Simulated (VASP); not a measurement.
SiC: single point with r2SCAN

SiC:

```
CELL_PARAMETERS angstrom
3.07598 0.00000 0.00000
-1.53799 2.66388 0.00000
0.00000 0.00000 5.04784
ATOMIC_POSITIONS crystal
Si 0.33333 0.66667 0.99028
Si 0.66667 0.33333 0.49028
C 0.33333 0.66667 0.38472
C 0.66667 0.33333 0.88472
```

This cell differs from its parent crystal: atoms moved along the polar distortion.

```json
{
  "Program": "VASP 6.6.1",
  "Task": "single point",
  "Functional": "r2SCAN",
  "Potentials or basis": "VASP PAW PBE potentials, release 64 (Si, C)",
  "Cutoff": "520 eV",
  "k mesh": "12 × 12 × 6",
  "Occupations": "gaussian, width 0.01 eV",
  "Spin": "no spin polarisation"
}
```

```json
{"Pressure": "0.7 GPa", "Largest force": "1.401 eV/Å", "Band gap on the k mesh": "2.63 eV (least direct gap 4.70 eV)"}
```

Forces on the atoms (eV/Å):
```
Si   0.000  0.000  1.401
Si   0.000  0.000  1.401
C    0.000  0.000 -1.401
C    0.000  0.000 -1.401
```

Stress tensor (GPa, compression positive):
```
 3.15  0.00  0.00
 0.00  3.15  0.00
 0.00  0.00 -4.31
```

Levels at points of the mesh, in eV from the valence-band top:
```
           k point  band 4  band 5  band 6  band 7  band 8  band 9  band 10  band 11  band 12  band 13
(0.00, 0.00, 0.00)   -2.02   -2.02   -0.70   -0.70    0.00    4.89     6.24     6.73     6.73     7.85
(0.50, 0.00, 0.00)   -7.20   -5.74   -4.07   -3.42   -1.98    2.72     4.47     7.04     7.67     9.94
(0.00, 0.00, 0.50)   -4.78   -1.41   -1.41   -1.41   -1.41    6.00     6.00     7.40     7.40     7.40
(0.50, 0.00, 0.50)   -9.06   -3.19   -3.19   -2.57   -2.57    3.35     3.35     5.12     5.12    11.01
```

Wall time 4 min on 1 thread of Intel Xeon 8259CL (shared host), peak memory 0.18 GiB.

Caveat: the cell differs from its parent crystal (atoms moved along the polar distortion); the stress differs along the axes, from -4 to 3 GPa; the PAW data sets were made with another functional, which shifts forces and pressure a little. A k mesh can miss the band edges.
